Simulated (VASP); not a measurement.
A run of VASP 6.6.1 is set up as follows.

The input INCAR:

```
PREC = Accurate
ENCUT = 600
EDIFF = 1E-6
ISMEAR = -1
SIGMA = 0.02
LREAL = F
LASPH = T
NELM = 80
ALGO = Normal
ISIF = 3
LWAVE = F
LCHARG = F
GGA = PE
IBRION = 2
NSW = 60
EDIFFG = -0.01
```

File KPOINTS:

```
Automatic mesh
0
Gamma
  6 6 6
```

Contents of POSCAR:

```
Sr
1.0
    0.0000000000      3.0423500000      3.0423500000
    3.0423500000      0.0000000000      3.0423500000
    3.0423500000      3.0423500000      0.0000000000
Sr
1
Direct
    0.0000000000      0.0000000000      0.0000000000
```

Potentials or basis: VASP PAW PBE potentials, release 64 (Sr_sv).

Run with:

```bash
$ cat potpaw_PBE.64/Sr_sv/POTCAR > POTCAR
$ mpirun -np 1 vasp_std > vasp.out
```

Task: Predict the relaxed volume.

Result: 54.90 Å³/atom.

Task: Predict the relaxed cell.

Result: a = 4.266 Å, b = 4.266 Å, c = 4.266 Å, α = 60.00°, β = 60.00°, γ = 60.00°.

The path:
```
step  energy change (eV)  largest force (eV/Å)  pressure (GPa)  volume (Å³)
   1              0.0000                0.0000           -0.29        56.32
   2             -0.0011                0.0000           -0.12        55.48
   3             -0.0013                0.0000            0.05        54.68
   4             -0.0013                0.0000            0.00        54.90
```
